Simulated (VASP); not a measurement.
# Cd (Fm-3m) in VASP: notebook

The runs below take Cd through single point, with PBE, r2SCAN.

Everything below comes from runs of VASP 6.6.1. Logs are shortened: lines on timing, memory, paths and dates and some standing lists are left out, and cuts for length are marked.

## (1) The cell of the first run

It takes space group Fm-3m (No. 225, cubic). The conventional cell has a = 4.593 Å, b = 4.593 Å, c = 4.593 Å, α = 90.00°, β = 90.00°, γ = 90.00°. Cd (site symmetry m-3m) has 12 Cd at 3.25 Å within 4.3 Å.

This isn't the form of Cd at room conditions, which is hcp.

## (2) Single point, PBE

The input, INCAR:

```
SYSTEM = Cd
PREC     = Accurate       ! precision mode
ENCUT    = 520            ! plane-wave cutoff, eV
EDIFF    = 1E-6           ! SCF threshold, eV
ISMEAR   = -1             ! smearing method
SIGMA    = 0.06122561905347299 ! smearing width, eV
LREAL    = .False.        ! projectors in reciprocal space
LASPH    = .True.         ! aspherical terms in the spheres
NELM     = 80             ! most SCF steps
ALGO     = Normal         ! electronic algorithm
ISIF     = 2              ! what is computed and relaxed
LWAVE    = .False.        ! write WAVECAR
LCHARG   = .False.        ! write CHGCAR
GGA      = PE             ! functional
NBANDS   = 12             ! bands
```

The input, KPOINTS:

```
Automatic mesh
0
Gamma
  14 14 14
  0 0 0
```

The input, POSCAR:

```
Cd
1.0
    0.0000000000      2.2964687652      2.2964687652
    2.2964687652      0.0000000000      2.2964687652
    2.2964687652      2.2964687652      0.0000000000
Cd
1
Direct
    0.0000000000      0.0000000000      0.0000000000
```

Potentials or basis: VASP PAW PBE potentials, release 64 (Cd).

Command:

```bash
$ cat potpaw_PBE.64/Cd/POTCAR > POTCAR
$ mpirun -np 1 vasp_std > vasp.out
```

OUTCAR:

```text
SYSTEM = Cd
   PREC = Accurate
   ENCUT = 520
   EDIFF = 1E-6
   ISMEAR = -1
   LREAL = .False.
   LASPH = .True.
   NELM = 80
   ISIF = 2
   GGA = PE

 ion  position               nearest neighbor table
   1  0.000  0.000  0.000-

  LATTYP: Found a face centered cubic cell.
 ALAT       =     4.5929375304

  Lattice vectors:

 A1 = (   0.0000000000,   2.2964687652,   2.2964687652)
 A2 = (   2.2964687652,   0.0000000000,   2.2964687652)
 A3 = (   2.2964687652,   2.2964687652,   0.0000000000)

Analysis of symmetry for initial positions (statically):
=====================================================================
 Subroutine PRICEL returns:
 Original cell was already a primitive cell.

 Routine SETGRP: Setting up the symmetry group for a
 face centered cubic supercell.

 Subroutine GETGRP returns: Found 48 space group operations
 (whereof 48 operations were pure point group operations)
 out of a pool of 48 trial point group operations.

The static configuration has the point symmetry O_h .

Analysis of symmetry for dynamics (positions and initial velocities):
=====================================================================
 Subroutine PRICEL returns:
 Original cell was already a primitive cell.

 Routine SETGRP: Setting up the symmetry group for a
 face centered cubic supercell.

 Subroutine GETGRP returns: Found 48 space group operations
 (whereof 48 operations were pure point group operations)
 out of a pool of 48 trial point group operations.

The dynamic configuration has the point symmetry O_h .

 Subroutine INISYM returns: Found 48 space group operations
 (whereof 48 operations are pure point group operations),
 and found     1 'primitive' translations

----------------------------------------------------------------------------------------

                                     Primitive cell

  volume of cell :      24.2221

  direct lattice vectors                    reciprocal lattice vectors
     0.000000000  2.296468765  2.296468765    -0.217725583  0.217725583  0.217725583
     2.296468765  0.000000000  2.296468765     0.217725583 -0.217725583  0.217725583
     2.296468765  2.296468765  0.000000000     0.217725583  0.217725583 -0.217725583

  length of vectors
     3.247697273  3.247697273  3.247697273     0.377111771  0.377111771  0.377111771

  position of ions in fractional coordinates (direct lattice)
     0.000000000  0.000000000  0.000000000

  ion indices of the primitive-cell ions
   primitive index   ion index
                 1           1

----------------------------------------------------------------------------------------

 KPOINTS: Automatic mesh

Automatic generation of k-mesh.
 Grid dimensions read from file:
 generate k-points for:   14   14   14

 Generating k-lattice:

  Cartesian coordinates                     Fractional coordinates (reciprocal lattice)
    -0.015551827  0.015551827  0.015551827     0.071428571  0.000000000  0.000000000
     0.015551827 -0.015551827  0.015551827     0.000000000  0.071428571  0.000000000
     0.015551827  0.015551827 -0.015551827     0.000000000  0.000000000  0.071428571

  Length of vectors
     0.026936555  0.026936555  0.026936555

  Shift w.r.t. Gamma in fractional coordinates (k-lattice)
     0.000000000  0.000000000  0.000000000

 Subroutine IBZKPT returns following result:
 ===========================================

 Found    104 irreducible k-points:

 Following reciprocal coordinates:
            Coordinates               Weight
  0.000000  0.000000  0.000000      1.000000
  0.071429  0.000000  0.000000      8.000000
  0.142857  0.000000  0.000000      8.000000
  0.214286  0.000000  0.000000      8.000000
  0.285714  0.000000  0.000000      8.000000
  0.357143  0.000000  0.000000      8.000000
[... 16 lines left out ...]
  0.214286  0.142857  0.000000     24.000000
  0.285714  0.142857  0.000000     24.000000
 [... further k-points ...]
   k-points           NKPTS =    104   k-points in BZ     NKDIM =    104   number of bands    NBANDS=     12
   number of dos      NEDOS =    301   number of ions     NIONS =      1
   total plane-waves  NPLWV =  13824
   dimension x,y,z NGX =    24 NGY =   24 NGZ =   24
   dimension x,y,z NGXF=    48 NGYF=   48 NGZF=   48
   ions per type =               1
   NGX,Y,Z   is equivalent  to a cutoff of  12.29, 12.29, 12.29 a.u.
   NGXF,Y,Z  is equivalent  to a cutoff of  24.57, 24.57, 24.57 a.u.
 SYSTEM =  Cd
   PREC   = accura    normal or accurate (medium, high low for compatibility)
   ISTART =      0    job   : 0-new  1-cont  2-samecut
   ICHARG =      2    charge: 1-file 2-atom 10-const
   ISPIN  =      1    spin polarized calculation?
   LNONCOLLINEAR =      F non collinear calculations
   LSORBIT =      F    spin-orbit coupling
   LASPH  =      T    aspherical Exc in radial PAW
   ENCUT  =  520.0 eV  38.22 Ry    6.18 a.u.   6.04  6.04  6.04*2*pi/ulx,y,z
   NELM   =     80;   NELMIN=  2; NELMDL= -5     # of ELM steps
   EDIFF  = 0.1E-05   stopping-criterion for ELM
   LREAL  =      F    real-space projection
   EDIFFG = 0.1E-04   stopping-criterion for IOM
   NSW    =      0    number of steps for IOM
   IBRION =     -1    ionic relax: 0-MD 1-quasi-New 2-CG
   NFREE  =      0    steps in history (QN), initial steepest desc. (CG)
   ISIF   =      2    stress and relaxation
   ISYM   =      2    0-nonsym 1-usesym 2-fastsym
   POTIM  = 0.5000    time-step for ionic-motion
   TEBEG  =    0.0;   TEEND  =   0.0 temperature during run
   PSTRESS=    0.0 pullay stress
   NELECT =      12.0000    total number of electrons
   NUPDOWN=      -1.0000    fix difference up-down
   EMIN   =  10.00;   EMAX   =-10.00  energy-range for DOS
   EFERMI =   0.00;   METHOD = LEGACY
   ISMEAR =    -1;   SIGMA  =   0.06  broadening in eV -4-tet -1-fermi 0-gaus
   EFERMI_NEDOS =   21; number of points for ismear=-14 and -15
   IALGO  =     38    algorithm
   IMIX   =      4    mixing-type and parameters
     AMIX     =   0.40;   BMIX     =  1.00
     AMIX_MAG =   1.60;   BMIX_MAG =  1.00
  volume/ion in A,a.u.               =      24.22       163.46
  Fermi-wavevector in a.u.,A,eV,Ry     =   1.295383  2.447918 22.830793  1.678016
  Thomas-Fermi vector in A             =   2.426906
   LORBIT       =      0    0 simple, 1 ext, 2 COOP (PROOUT), +10 PAW based schemes
   GGA     = PE    functional components
   LHFCALC =     F    Hartree Fock is set to
   AEXX    =    0.0000 exact exchange contribution
   IVDW    =     0    specifies the selected vdW correction
   LEPSILON=     F    determine dielectric tensor
   LRPA    =     F    only Hartree local field effects (RPA)
 non-spin polarized calculation
  energy-cutoff  :      520.00
  volume of cell :       24.22
 maximum number of plane-waves:       664
   NGX = 13   NGY = 13   NGZ = 13

 number of electron      12.0000007 magnetization

 Free energy of the ion-electron system (eV)
  ---------------------------------------------------
  ext. energy  EPLUGINS =         0.00000000
  ---------------------------------------------------
  free energy    TOTEN  =        -0.73901727 eV

  energy without entropy =       -0.73633465  energy(sigma->0) =       -0.73767596

 E-fermi :   2.0888     XC(G=0): -10.4474

 val. band max:        2.0522788838   @ k =  -0.4286   0.4286   0.0000
 cond. band min:       2.0921552051   @ k =   0.5000   0.1429   0.0000
 fundamental gap:      0.0398763213
 Fermi energy:         2.0888374178

 k-point     1 :       0.0000    0.0000    0.0000
  band No.  band energies     occupation
      1      -6.7621      2.00000
      2      -6.7621      2.00000
      3      -6.7621      2.00000
      4      -6.4022      2.00000
      5      -6.4022      2.00000
      6      -5.9242      2.00000
      7      15.6395      0.00000
      8      16.0437      0.00000
      9      16.0437      0.00000
     10      16.0437      0.00000
     11      19.2859      0.00000
     12      19.2859      0.00000

 k-point     2 :       0.0714    0.0000    0.0000
  band No.  band energies     occupation
      1      -6.7718      2.00000
      2      -6.7449      2.00000
      3      -6.7449      2.00000
      4      -6.4059      2.00000
      5      -6.4059      2.00000
      6      -5.8018      2.00000
      7      14.3206      0.00000
      8      15.7288      0.00000
      9      15.8307      0.00000
     10      15.8307      0.00000
     11      19.6558      0.00000
     12      19.6558      0.00000

 k-point     3 :       0.1429    0.0000    0.0000
  band No.  band energies     occupation
      1      -6.8117      2.00000
      2      -6.7057      2.00000
      3      -6.7057      2.00000
      4      -6.4066      2.00000
      5      -6.4066      2.00000
      6      -5.4199      2.00000
      7      11.7509      0.00000
      8      15.3712      0.00000
      9      15.3712      0.00000
     10      15.7028      0.00000
     11      19.7213      0.00000
     12      20.5025      0.00000
[... 286 lines left out ...]
 k-point    23 :       0.2143    0.1429    0.0000
  band No.  band energies     occupation
      1      -6.8990      2.00000
      2      -6.6098      2.00000
      3      -6.5860      2.00000
      4      -6.5765      2.00000
      5      -6.3167      2.00000
      6      -4.7703      2.00000
      7      11.1900      0.00000
      8      12.6531      0.00000
      9      14.0285      0.00000
     10      15.2715      0.00000
     11      15.6779      0.00000
     12      21.6633      0.00000

 k-point    24 :       0.2857    0.1429    0.0000
  band No.  band energies     occupation
      1      -6.9364      2.00000
      2      -6.6604      2.00000
      3      -6.5669      2.00000
      4      -6.5355      2.00000
      5      -6.2516      2.00000
      6      -4.0212      2.00000
      7       8.6834      0.00000
      8      12.1323      0.00000
      9      13.5623      0.00000
     10      14.2480      0.00000
     11      17.0162      0.00000
     12      21.2561      0.00000

 [... further k-points ...]
[... 5 lines left out ...]
  --------------------------------------------------------------------------------------
  -------------------------------------------------------------------------------------
  Total       -0.3107018     -0.3107018     -0.3107018      0.0000000      0.0000000      0.0000000
  in kB      -20.5514636    -20.5514636    -20.5514636      0.0000000      0.0000000      0.0000000
  external PRESSURE =     -20.5514636 kB  Pullay stress =       0.0000000 kB

 VOLUME and BASIS-vectors are now :
 -----------------------------------------------------------------------------
  energy-cutoff  :      520.00
  volume of cell :       24.22
      direct lattice vectors                 reciprocal lattice vectors
     0.000000000  2.296468765  2.296468765    -0.217725583  0.217725583  0.217725583
     2.296468765  0.000000000  2.296468765     0.217725583 -0.217725583  0.217725583
     2.296468765  2.296468765  0.000000000     0.217725583  0.217725583 -0.217725583

 POSITION                                       TOTAL-FORCE (eV/Angst)
 -----------------------------------------------------------------------------------
      0.00000      0.00000      0.00000        -0.000000     -0.000000     -0.000000
 -----------------------------------------------------------------------------------
    total drift:                               -0.000000      0.000000      0.000000

  FREE ENERGIE OF THE ION-ELECTRON SYSTEM (eV)
  ---------------------------------------------------
  free  energy   TOTEN  =        -0.7390172688 eV

  energy  without entropy=       -0.7363346539  energy(sigma->0) =       -0.73767596
```

It took 15 s on 1 thread of Intel Xeon 8259CL, shared host; peak memory 0.16 GiB.

What came out:

| Quantity | Value |
| --- | --- |
| Free energy | -0.7390 eV |
| Pressure | -2.1 GPa |
| Band gap on the k mesh | zero (bands 6 and 7 overlap by 2.87 eV) |

## (3) Single point, r2SCAN

This run uses another cell than the first one, of 21.02 Å³/atom.

The input, POSCAR:

```
Cd
1.0
    0.0000000000      2.1905568582      2.1905568582
    2.1905568582      0.0000000000      2.1905568582
    2.1905568582      2.1905568582      0.0000000000
Cd
1
Direct
    0.0000000000      0.0000000000      0.0000000000
```

The input, INCAR.step1:

```
PREC     = Accurate       # precision mode
ENCUT    = 520            # plane-wave cutoff, eV
ISMEAR   = -1             # smearing method
SIGMA    = 0.1            # smearing width, eV
LREAL    = F              # projectors in reciprocal space
LASPH    = T              # aspherical terms in the spheres
NELM     = 80             # most SCF steps
NBANDS   = 12             # bands
GGA      = PE             # functional
ALGO     = Normal         # electronic algorithm
EDIFF    = 1E-4           # SCF threshold, eV
LWAVE    = T              # write WAVECAR
LCHARG   = F              # write CHGCAR
```

The input, INCAR.step2:

```
PREC     = Accurate       # precision mode
ENCUT    = 520            # plane-wave cutoff, eV
EDIFF    = 1E-7           # SCF threshold, eV
ISMEAR   = -1             # smearing method
SIGMA    = 0.1            # smearing width, eV
LREAL    = F              # projectors in reciprocal space
LASPH    = T              # aspherical terms in the spheres
NELM     = 80             # most SCF steps
ALGO     = Normal         # electronic algorithm
ISIF     = 2              # what is computed and relaxed
LWAVE    = F              # write WAVECAR
LCHARG   = F              # write CHGCAR
METAGGA  = R2SCAN         # meta-GGA
LMIXTAU  = T            
NBANDS   = 12             # bands
ISTART   = 1
```

The input, KPOINTS:

```
regular mesh
0
Gamma
  13 13 13
```

Potentials or basis: VASP PAW PBE potentials, release 64 (Cd).

Command:

```bash
$ cat potpaw_PBE.64/Cd/POTCAR > POTCAR
$ cp INCAR.step1 INCAR
$ mpirun -np 1 vasp_std > vasp.out
$ cp INCAR.step2 INCAR
$ mpirun -np 1 vasp_std > vasp.out
```

It took 52 s on 1 thread of Intel Xeon Platinum 8488C (Sapphire Rapids), shared host; peak memory 0.15 GiB.

It converged, with:

```yaml
Free_energy: -20.0762 eV
Pressure: 2.2 GPa
Band_gap_on_the_k_mesh: zero (bands 6 and 7 overlap by 2.13 eV)
```

Levels at points of the mesh, in eV from the Fermi level:
```
           k point  band 3  band 4  band 5  band 6  band 7  band 8  band 9  band 10
(0.00, 0.00, 0.00)   -9.71   -9.45   -9.20   -9.20   14.55   16.09   16.09    16.09
```

Caveat: the PAW data sets were made with another functional, which shifts forces and pressure a little.

The gap in the log of VASP goes by the Fermi energy; the results here count the filled bands.